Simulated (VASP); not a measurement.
**Cu: relaxation of cell and atoms with PBE**

Crystal: Cu.

```
Cu
1.0
    -1.97794    1.97794    1.08787
     1.97794   -1.97794    1.08787
     1.97794    1.97794   -1.08787
Cu
2
Direct
  0.62500 0.87500 0.75000
  0.37500 0.12500 0.25000
```

```json
{
 "Program": "VASP 6.6.1",
 "Task": "relaxation of cell and atoms",
 "Functional": "PBE",
 "Potentials or basis": "VASP PAW PBE potentials, release 64 (Cu)",
 "Cutoff": "600 eV",
 "k mesh": "20 × 20 × 20",
 "Occupations": "fermi-dirac, width 0.05 eV",
 "Spin": "no spin polarisation",
 "Target pressure": "120 GPa",
 "Dipole correction": "no",
 "Further INCAR settings": "ALGO = Normal; EDIFF = 1e-06; IBRION = 2; EDIFFG = -0.005; NSW = 60; ISIF = 3"
}
```

| Item | Value |
| --- | --- |
| Relaxed volume | 8.90 Å³/atom |
| Relaxed cell | a = 3.067 Å, b = 3.067 Å, c = 3.067 Å, α = 97.12°, β = 97.12°, γ = 138.79° |
| Space group after relaxing (to 0.1 Å) | I4_1/amd (No. 141) |
| Energy change on relaxing (the run minimises the enthalpy) | -337.3 meV/atom |
| Ionic steps | 15 |
| Pressure after relaxing | 120.0 GPa |
| Band gap on the k mesh | zero (bands 11 and 12 overlap by 6.07 eV) |

The path:
```csv
step,energy change (eV),largest force (eV/Å),pressure (GPa),volume (Å³)
1,0.0000,0.0000,148.67,17.02
2,-2.2216,0.0000,47.11,21.02
3,-0.7881,0.0000,114.43,17.96
4,-0.7364,0.0000,116.65,17.89
5,-0.5801,0.0000,124.04,17.68
6,-0.6756,0.0000,119.87,17.79
7,-0.6741,0.0000,119.99,17.79
8,-0.6735,0.0000,119.91,17.79
9,-0.6737,0.0000,120.12,17.79
10,-0.6739,0.0000,120.09,17.79
11,-0.6791,0.0000,119.67,17.80
12,-0.6748,0.0000,119.90,17.79
13,-0.6744,0.0000,120.21,17.79
14,-0.6747,0.0000,119.69,17.79
15,-0.6745,0.0000,120.03,17.79
```

Final structure:
```cif
data_structure
_symmetry_space_group_name_H-M 'P 1'
_symmetry_Int_Tables_number 1
_cell_length_a 3.0669
_cell_length_b 3.0669
_cell_length_c 3.0669
_cell_angle_alpha 97.115
_cell_angle_beta 97.115
_cell_angle_gamma 138.787
_cell_volume 17.79
loop_
_atom_site_label
_atom_site_type_symbol
_atom_site_fract_x
_atom_site_fract_y
_atom_site_fract_z
_atom_site_occupancy
Cu1 Cu 0.62500 0.87500 0.75000 1
Cu2 Cu 0.37500 0.12500 0.25000 1
```

Levels at points of the mesh, in eV from the Fermi level:
```tsv
k point	band 8	band 9	band 10	band 11	band 12	band 13	band 14	band 15
(0.00, 0.00, 0.00)	-2.71	-2.71	-1.77	-1.09	5.69	5.69	12.80	14.99
(0.50, 0.00, 0.00)	-2.65	-2.06	-1.97	0.26	4.34	8.12	8.51	13.06
(0.50, 0.50, 0.00)	-3.04	-2.30	-2.30	-2.05	-2.05	12.90	12.90	15.90
(0.50, 0.50, 0.50)	-3.02	-2.58	-2.58	-2.55	-2.55	4.10	4.10	23.00
```

It took 36 min on 1 thread of AMD EPYC 7R13, on a shared host, peak memory 0.27 GiB.

Caveat: the cell is relaxed towards a set pressure, so the run minimises the enthalpy, not the energy.
